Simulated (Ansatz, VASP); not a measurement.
**Two plane-wave programs on CdSe**

```xyz
2
Lattice="0.0000 3.0678 3.1383 3.0678 0.0000 3.1383 3.0678 3.0678 0.0000" Properties=species:S:1:pos:R:3 pbc="T T T"
Cd    0.0000    0.0000    0.0000
Se    1.5339    1.5339    1.5692
```

Change from the starting cell: uniaxial_z strain +2.3%.

Alike in both runs: task single point; functional r2SCAN; k mesh 8 × 8 × 8; no spin polarisation.

```csv
,VASP,Ansatz
version,VASP 6.6.1,Ansatz 0.2.0
potentials or method,"VASP PAW PBE potentials, release 64 (Cd, Se)","plane waves, PAW"
plane-wave cutoff (eV),520,500
occupations,"gaussian, width 0.01 eV",fixed
valence electrons in the cell,18,36
```

VASP gave:

```
gap on the k mesh at the Fermi level (eV)                     : 0.95
pressure (GPa)                                                : -1.0
traceless stress, the component that is largest in VASP (GPa) : -0.29
```

**Question.** Which values does Ansatz return?

**Answer.** gap on the k mesh at the Fermi level (eV): 0.96; pressure (GPa): -1.2; traceless stress, the component that is largest in VASP (GPa): -0.29.

VASP's potentials were made for PBE, not for r2SCAN. VASP's potentials hold 18 valence electrons a cell and Ansatz's 36, so a difference there can come from the potentials and not from the codes.
